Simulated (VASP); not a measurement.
# F2CH2 in VASP: single point with PBE+D3(BJ)

Aim: the single point of F2CH2 with PBE+D3(BJ).

Everything below comes from runs of VASP 6.6.1. Logs are shortened: lines on timing, memory, paths and dates and some standing lists are left out, and cuts for length are marked.

## Step 1: The cell of the first run

The cell holds a molecule in a box, 5 atoms: a = 6.306 Å, b = 6.306 Å, c = 23.383 Å, α = 90.00°, β = 90.00°, γ = 120.00°.

## Step 2: Single point, PBE+D3(BJ)

Input file INCAR:

```
PREC     = Accurate       # precision mode
ENCUT    = 520            # plane-wave cutoff, eV
EDIFF    = 1E-6           # SCF threshold, eV
ISMEAR   = 0              # smearing method
SIGMA    = 0.05           # smearing width, eV
LREAL    = F              # projectors in reciprocal space
LASPH    = T              # aspherical terms in the spheres
NELM     = 80             # most SCF steps
ALGO     = Normal         # electronic algorithm
ISIF     = 2              # what is computed and relaxed
LWAVE    = F              # write WAVECAR
LCHARG   = F              # write CHGCAR
LDIPOL   = T            
IDIPOL   = 3            
DIPOL    = 0.5 0.5 0.622
GGA      = PE             # functional
IVDW     = 12             # dispersion correction
NBANDS   = 18             # bands
```

Input file KPOINTS:

```
regular mesh
0
Gamma
  3 3 1
```

Input file POSCAR:

```
H2CF2
1.0
    6.3058975174      0.0000000000      0.0000000000
   -3.1529487587      5.4610674438      0.0000000000
    0.0000000000      0.0000000000     23.3832323976
F C H
2 1 2
Direct
    0.7287494322      0.0370919623      0.6553339957
    1.0106048866      0.0136038070      0.6029427015
    0.9291767679      0.1678747856      0.6210916136
    1.0749971168      0.3161934165      0.6463358911
    0.8732753633      0.2328334666      0.5834576674
```

Potentials or basis: VASP PAW PBE potentials, release 64 (F, C, H).

Run with:

```bash
$ cat potpaw_PBE.64/F/POTCAR potpaw_PBE.64/C/POTCAR potpaw_PBE.64/H/POTCAR > POTCAR
$ mpirun -np 1 vasp_std > vasp.out
```

OUTCAR:

```text
PREC = Accurate
   ENCUT = 520
   EDIFF = 1E-6
   ISMEAR = 0
   LREAL = F
   LASPH = T
   NELM = 80
   ISIF = 2
   GGA = PE
   IVDW = 12
 IVDW          = 12

 ion  position               nearest neighbor table
   1  0.729  0.037  0.655-   3 1.37
   2  0.011  0.014  0.603-   3 1.37
   3  0.929  0.168  0.621-   4 1.10   5 1.10   1 1.37   2 1.37
   4  0.075  0.316  0.646-   3 1.10
   5  0.873  0.233  0.583-   3 1.10

  LATTYP: Found a hexagonal cell.
 ALAT       =     6.3058975174
 C/A-ratio  =     3.7081529367

  Lattice vectors:

 A1 = (   6.3058975174,   0.0000000000,   0.0000000000)
 A2 = (  -3.1529487587,   5.4610674438,   0.0000000000)
 A3 = (   0.0000000000,   0.0000000000,  23.3832323976)

Analysis of symmetry for initial positions (statically):
=====================================================================
 Subroutine PRICEL returns:
 Original cell was already a primitive cell.

 Routine SETGRP: Setting up the symmetry group for a
 hexagonal supercell.

 Subroutine GETGRP returns: Found  1 space group operations
 (whereof  1 operations were pure point group operations)
 out of a pool of 24 trial point group operations.

The static configuration has the point symmetry C_1 .

Analysis of symmetry for dynamics (positions and initial velocities):
=====================================================================
 Subroutine PRICEL returns:
 Original cell was already a primitive cell.

 Routine SETGRP: Setting up the symmetry group for a
 hexagonal supercell.

 Subroutine GETGRP returns: Found  1 space group operations
 (whereof  1 operations were pure point group operations)
 out of a pool of 24 trial point group operations.

The dynamic configuration has the point symmetry C_1 .

 Subroutine INISYM returns: Found  1 space group operations
 (whereof  1 operations are pure point group operations),
 and found     1 'primitive' translations

----------------------------------------------------------------------------------------

                                     Primitive cell

  volume of cell :     805.2468

  direct lattice vectors                    reciprocal lattice vectors
     6.305897517  0.000000000  0.000000000     0.158581708  0.091557192  0.000000000
    -3.152948759  5.461067444  0.000000000     0.000000000  0.183114384  0.000000000
     0.000000000  0.000000000 23.383232398     0.000000000  0.000000000  0.042765687

  length of vectors
     6.305897517  6.305897517 23.383232398     0.183114384  0.183114384  0.042765687

  position of ions in fractional coordinates (direct lattice)
     0.728749432  0.037091962  0.655333996
     0.010604887  0.013603807  0.602942701
     0.929176768  0.167874786  0.621091614
     0.074997117  0.316193416  0.646335891
     0.873275363  0.232833467  0.583457667

  ion indices of the primitive-cell ions
   primitive index   ion index
                 1           1
                 2           2
                 3           3
                 4           4
                 5           5

----------------------------------------------------------------------------------------

 KPOINTS: regular mesh

Automatic generation of k-mesh.
 Grid dimensions read from file:
 generate k-points for:    3    3    1

 Generating k-lattice:

  Cartesian coordinates                     Fractional coordinates (reciprocal lattice)
     0.052860569  0.030519064  0.000000000     0.333333333 -0.000000000  0.000000000
     0.000000000  0.061038128  0.000000000     0.000000000  0.333333333  0.000000000
     0.000000000  0.000000000  0.042765687     0.000000000  0.000000000  1.000000000

  Length of vectors
     0.061038128  0.061038128  0.042765687

  Shift w.r.t. Gamma in fractional coordinates (k-lattice)
     0.000000000  0.000000000  0.000000000

 Subroutine IBZKPT returns following result:
 ===========================================

 Found      5 irreducible k-points:

 Following reciprocal coordinates:
            Coordinates               Weight
  0.000000  0.000000  0.000000      1.000000
  0.333333  0.000000  0.000000      2.000000
  0.000000  0.333333  0.000000      2.000000
 -0.333333  0.333333  0.000000      2.000000
  0.333333  0.333333  0.000000      2.000000
   k-points           NKPTS =      5   k-points in BZ     NKDIM =      5   number of bands    NBANDS=     18
   number of dos      NEDOS =    301   number of ions     NIONS =      5
   total plane-waves  NPLWV = 414720
   dimension x,y,z NGX =    48 NGY =   48 NGZ =  180
   dimension x,y,z NGXF=    96 NGYF=   96 NGZF=  360
   ions per type =               2   1   2
   NGX,Y,Z   is equivalent  to a cutoff of  12.65, 12.65, 12.80 a.u.
   NGXF,Y,Z  is equivalent  to a cutoff of  25.31, 25.31, 25.59 a.u.
 SYSTEM =  unknown system
   PREC   = accura    normal or accurate (medium, high low for compatibility)
   ISTART =      0    job   : 0-new  1-cont  2-samecut
   ICHARG =      2    charge: 1-file 2-atom 10-const
   ISPIN  =      1    spin polarized calculation?
   LNONCOLLINEAR =      F non collinear calculations
   LSORBIT =      F    spin-orbit coupling
   LASPH  =      T    aspherical Exc in radial PAW
   ENCUT  =  520.0 eV  38.22 Ry    6.18 a.u.  11.72 11.72 43.48*2*pi/ulx,y,z
   NELM   =     80;   NELMIN=  2; NELMDL= -5     # of ELM steps
   EDIFF  = 0.1E-05   stopping-criterion for ELM
   LREAL  =      F    real-space projection
   EDIFFG = 0.1E-04   stopping-criterion for IOM
   NSW    =      0    number of steps for IOM
   IBRION =     -1    ionic relax: 0-MD 1-quasi-New 2-CG
   NFREE  =      0    steps in history (QN), initial steepest desc. (CG)
   ISIF   =      2    stress and relaxation
   ISYM   =      2    0-nonsym 1-usesym 2-fastsym
   POTIM  = 0.5000    time-step for ionic-motion
   TEBEG  =    0.0;   TEEND  =   0.0 temperature during run
   PSTRESS=    0.0 pullay stress
   NELECT =      20.0000    total number of electrons
   NUPDOWN=      -1.0000    fix difference up-down
   EMIN   =  10.00;   EMAX   =-10.00  energy-range for DOS
   EFERMI =   0.00;   METHOD = LEGACY
   ISMEAR =     0;   SIGMA  =   0.05  broadening in eV -4-tet -1-fermi 0-gaus
   EFERMI_NEDOS =   21; number of points for ismear=-14 and -15
   IALGO  =     38    algorithm
   IMIX   =      4    mixing-type and parameters
     AMIX     =   0.40;   BMIX     =  1.00
     AMIX_MAG =   1.60;   BMIX_MAG =  1.00
  volume/ion in A,a.u.               =     161.05      1086.81
  Fermi-wavevector in a.u.,A,eV,Ry     =   0.477649  0.902625  3.104144  0.228148
  Thomas-Fermi vector in A             =   1.473697
   LORBIT       =      0    0 simple, 1 ext, 2 COOP (PROOUT), +10 PAW based schemes
   GGA     = PE    functional components
   LHFCALC =     F    Hartree Fock is set to
   AEXX    =    0.0000 exact exchange contribution
   IVDW    =    12    specifies the selected vdW correction
   LEPSILON=     F    determine dielectric tensor
   LRPA    =     F    only Hartree local field effects (RPA)
 non-spin polarized calculation
 Gauss-broadening in eV      SIGMA  =   0.05
  energy-cutoff  :      520.00
  volume of cell :      805.25
 maximum number of plane-waves:     21669
   NGX = 23   NGY = 23   NGZ = 87

 number of electron      20.0000005 magnetization

 dipolmoment           0.000000      0.000000      0.081393 electrons x Angstroem

 Free energy of the ion-electron system (eV)
  ---------------------------------------------------
  ext. energy  EPLUGINS =         0.00000000
  ---------------------------------------------------
  free energy    TOTEN  =       -24.42641573 eV

  energy without entropy =      -24.42641573  energy(sigma->0) =      -24.42641573

 E-fermi :  -7.5848     XC(G=0):  -0.9192

 val. band max:       -7.8843779399   @ k =   0.3333   0.0000   0.0000
 cond. band min:      -0.7455327306   @ k =   0.0000   0.0000   0.0000
 fundamental gap:      7.1388452092
 Fermi energy:        -7.5848452212

 k-point     1 :       0.0000    0.0000    0.0000
  band No.  band energies     occupation
      1     -31.1936      2.00000
      2     -29.7547      2.00000
      3     -17.2254      2.00000
      4     -13.0783      2.00000
      5     -13.0642      2.00000
      6     -13.0387      2.00000
      7      -9.6972      2.00000
      8      -9.6550      2.00000
      9      -9.2508      2.00000
     10      -7.8872      2.00000
     11      -0.7455      0.00000
     12      -0.0123      0.00000
     13       0.3067      0.00000
     14       0.9038      0.00000
     15       1.0953      0.00000
     16       1.6805      0.00000
     17       1.9211      0.00000
     18       2.2564      0.00000

 k-point     2 :       0.3333    0.0000    0.0000
  band No.  band energies     occupation
      1     -31.1934      2.00000
      2     -29.7550      2.00000
      3     -17.2264      2.00000
      4     -13.0770      2.00000
      5     -13.0720      2.00000
      6     -13.0331      2.00000
      7      -9.6881      2.00000
      8      -9.6479      2.00000
      9      -9.2570      2.00000
     10      -7.8844      2.00000
     11      -0.3345      0.00000
     12       0.4766      0.00000
     13       0.8459      0.00000
     14       0.9399      0.00000
     15       1.4409      0.00000
     16       1.5689      0.00000
     17       1.6861      0.00000
     18       2.0703      0.00000

 k-point     3 :       0.0000    0.3333    0.0000
  band No.  band energies     occupation
      1     -31.1935      2.00000
      2     -29.7547      2.00000
      3     -17.2290      2.00000
      4     -13.0754      2.00000
      5     -13.0662      2.00000
      6     -13.0359      2.00000
      7      -9.6970      2.00000
      8      -9.6397      2.00000
      9      -9.2495      2.00000
     10      -7.8845      2.00000
     11      -0.3717      0.00000
     12       0.4835      0.00000
     13       0.7786      0.00000
     14       0.8682      0.00000
     15       1.2867      0.00000
     16       1.5453      0.00000
     17       1.6426      0.00000
     18       2.1483      0.00000

 k-point     4 :      -0.3333    0.3333    0.0000
  band No.  band energies     occupation
      1     -31.1933      2.00000
      2     -29.7550      2.00000
      3     -17.2271      2.00000
      4     -13.0769      2.00000
      5     -13.0693      2.00000
      6     -13.0315      2.00000
      7      -9.6887      2.00000
      8      -9.6463      2.00000
      9      -9.2565      2.00000
     10      -7.8956      2.00000
     11      -0.3704      0.00000
     12       0.4814      0.00000
     13       0.7907      0.00000
     14       0.8848      0.00000
     15       1.4208      0.00000
     16       1.5955      0.00000
     17       1.7727      0.00000
     18       2.0875      0.00000

 k-point     5 :       0.3333    0.3333    0.0000
  band No.  band energies     occupation
      1     -31.1933      2.00000
      2     -29.7550      2.00000
      3     -17.2286      2.00000
      4     -13.0758      2.00000
      5     -13.0709      2.00000
      6     -13.0314      2.00000
      7      -9.6883      2.00000
      8      -9.6395      2.00000
      9      -9.2562      2.00000
     10      -7.8886      2.00000
     11       0.2746      0.00000
     12       0.3807      0.00000
     13       0.6912      0.00000
     14       1.2250      0.00000
     15       1.7462      0.00000
     16       1.7946      0.00000
     17       1.9582      0.00000
     18       2.0044      0.00000

------------------------ aborting loop because EDIFF is reached ----------------------------------------

 vacuum level on the upper side and lower side of the slab       (xc-potential included)         0.204        -0.214

 Edisp (eV)   -0.04620

 E8    (eV) :    -0.0112

  FORCE on cell =-STRESS in cart. coord.  units (eV):
  Direction    XX          YY          ZZ          XY          YZ          ZX
  --------------------------------------------------------------------------------------
  -------------------------------------------------------------------------------------
  Total       0.26432     0.04724     0.10944    -0.03305    -0.05464    -0.30076
  in kB       0.52591     0.09399     0.21775    -0.06575    -0.10871    -0.59841
  external pressure =        0.28 kB  Pullay stress =        0.00 kB

 VOLUME and BASIS-vectors are now :
 -----------------------------------------------------------------------------
  energy-cutoff  :      520.00
  volume of cell :      805.25
      direct lattice vectors                 reciprocal lattice vectors
     6.305897517  0.000000000  0.000000000     0.158581708  0.091557192  0.000000000
    -3.152948759  5.461067444  0.000000000     0.000000000  0.183114384  0.000000000
     0.000000000  0.000000000 23.383232398     0.000000000  0.000000000  0.042765687

 POSITION                                       TOTAL-FORCE (eV/Angst)
 -----------------------------------------------------------------------------------
      4.47847      0.20256     15.32383        -0.240952     -0.178463      0.219296
      0.02398      0.07429     14.09875         0.243885     -0.189109     -0.128957
      5.32999      0.91678     14.52313        -0.001268      0.374393     -0.120714
     -0.52402      1.72675     15.11342        -0.002314      0.001107      0.025565
      4.77267      1.27152     13.64313         0.000650     -0.007928      0.004810
 -----------------------------------------------------------------------------------
    total drift:                               -0.000448      0.000536      0.000109

  FREE ENERGIE OF THE ION-ELECTRON SYSTEM (eV)
  ---------------------------------------------------
  free  energy   TOTEN  =       -24.4726201181 eV

  energy  without entropy=      -24.4726201181  energy(sigma->0) =      -24.47262012

 vacuum level on the upper side and lower side of the slab         0.505         0.077
```

It took 86 s on 1 thread of Intel Xeon 6975P-C (Granite Rapids), shared host; peak memory 0.85 GiB.

What came out:

| Property | Result |
| --- | --- |
| Free energy | -24.4726 eV |
| Largest force | 0.393 eV/Å |
| Gap between the frontier levels | 7.14 eV, indirect (the least direct gap lies 2.8 meV higher) |
| Dispersion energy per atom | -0.009 eV |

Forces in eV/Å, atoms in the order of the input:
```
F   -0.241 -0.178  0.219
F    0.244 -0.189 -0.129
C   -0.001  0.374 -0.121
H   -0.002  0.001  0.026
H    0.001 -0.008  0.005
```
